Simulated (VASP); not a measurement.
Set up this calculation in VASP 6.6.1, as the native input.

```yaml
Task: relaxation of cell and atoms
Functional: PBE
Potentials_or_basis: VASP PAW PBE potentials, release 64 (Ca_sv, Ge_d, N_h)
Cutoff: 1330 eV
k_mesh: 6 × 6 × 2
Occupations: gaussian, width 0.1 eV
Spin: no spin polarisation
Dipole_correction: no
Further_INCAR_settings: ALGO = Normal; EDIFF = 1e-07; IBRION = 2; EDIFFG = -0.04; NSW = 90; ISIF = 3
```

The structure of Ca2Ge3N lies in POSCAR:

```
Ca2Ge3N
1.0
    4.0437377600      0.0000000000      0.0000000000
   -2.0218688800      3.5019796300      0.0000000000
    0.0000000000      0.0000000000      8.7632912400
Ca Ge N
2 3 1
Direct
    0.3333333300      0.6666666700      0.5000000000
    0.6666666700      0.3333333300      0.5000000000
    0.0000000000      0.0000000000      0.3052262900
    0.0000000000      0.0000000000      0.6947737100
    0.0000000000      0.0000000000      0.5000000000
    0.0000000000      0.0000000000      0.0000000000
```

The cell was generated, and may not be a known phase.

The input as run:

INCAR

```
PREC     = Accurate       # precision mode
ENCUT    = 1330           # plane-wave cutoff, eV
EDIFF    = 1E-7           # SCF threshold, eV
ISMEAR   = 0              # smearing method
SIGMA    = 0.1            # smearing width, eV
LREAL    = False          # projectors in reciprocal space
LASPH    = True           # aspherical terms in the spheres
NELM     = 120            # most SCF steps
ALGO     = Normal         # electronic algorithm
ISIF     = 3              # what is computed and relaxed
LWAVE    = False          # write WAVECAR
LCHARG   = False          # write CHGCAR
GGA      = PE             # functional
IBRION   = 2              # ionic algorithm
NSW      = 90             # ionic steps
EDIFFG   = -0.04          # ionic threshold
GGA_COMPAT= False        
NELMIN   = 4
```

KPOINTS

```
Automatic mesh
0
Gamma
  6 6 2
```

Potentials or basis: VASP PAW PBE potentials, release 64 (Ca_sv, Ge_d, N_h).

Run with:

```bash
$ cat potpaw_PBE.64/Ca_sv/POTCAR potpaw_PBE.64/Ge_d/POTCAR potpaw_PBE.64/N_h/POTCAR > POTCAR
$ mpirun -np 1 vasp_std > vasp.out
```

It gave:

* Relaxed volume: 45.60 Å³/atom
* Relaxed cell: a = 5.282 Å, b = 5.282 Å, c = 11.324 Å, α = 90.00°, β = 90.00°, γ = 120.00°
* Space group after relaxing (to 0.1 Å): P6/mmm (No. 191)
* Energy gained by relaxing: 4251.6 meV/atom
* Ionic steps: 15
* Pressure after relaxing: 0.0 GPa
* Largest force after relaxing: 0.024 eV/Å
* Band gap on the k mesh: zero (an odd number of electrons rules out a gap without spin polarisation)

Caveat: the volume moved by over 15 % at a fixed basis, so the end points are rough; an odd number of electrons without spin polarisation forces a metal; a magnetic or distorted state may lie lower.

Run time: 45 min on 1 thread of Intel(R) Xeon(R) 6975P-C (Granite Rapids) (shared host), peak memory 0.78 GiB.
